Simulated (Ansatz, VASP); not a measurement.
# One calculation of Au, two programs

```xyz
1
Lattice="0.0000 1.9841 1.9841 1.9841 0.0000 1.9841 1.9841 1.9841 0.0000" Properties=species:S:1:pos:R:3 pbc="T T T"
Au    0.0000    0.0000    0.0000
```

Change from the starting cell: strain -0.030 along x and y, -0.030 along z, atoms carried along.

Alike in both runs: task single point; functional PBE; k mesh 20 × 20 × 20; occupations gaussian, width 0.15 eV; no spin polarisation.

```csv
,VASP,Ansatz
version,VASP 6.6.1,Ansatz 0.2.0
potentials or method,"VASP PAW PBE potentials, release 64 (Au), cutoff 520 eV","scalar-relativistic, plane waves, PAW"
valence electrons in the cell,11,19
```

VASP gave:

```
gap on the k mesh at the Fermi level (eV) : none
pressure (GPa)                            : 29.1
```

Task: What did Ansatz give for the same quantities?

Result: gap on the k mesh at the Fermi level (eV): none; pressure (GPa): 29.5.

A gap of «none» marks a metal or a gap that the smearing closes. Both programs put the cell under a high pressure, so it lies far from rest at this level. The functional is the same, so the differences come from potentials, cutoffs and numerics. VASP's potentials hold 11 valence electrons a cell and Ansatz's 19, so a difference there can come from the potentials and not from the codes.

Neither program's run includes spin-orbit coupling.
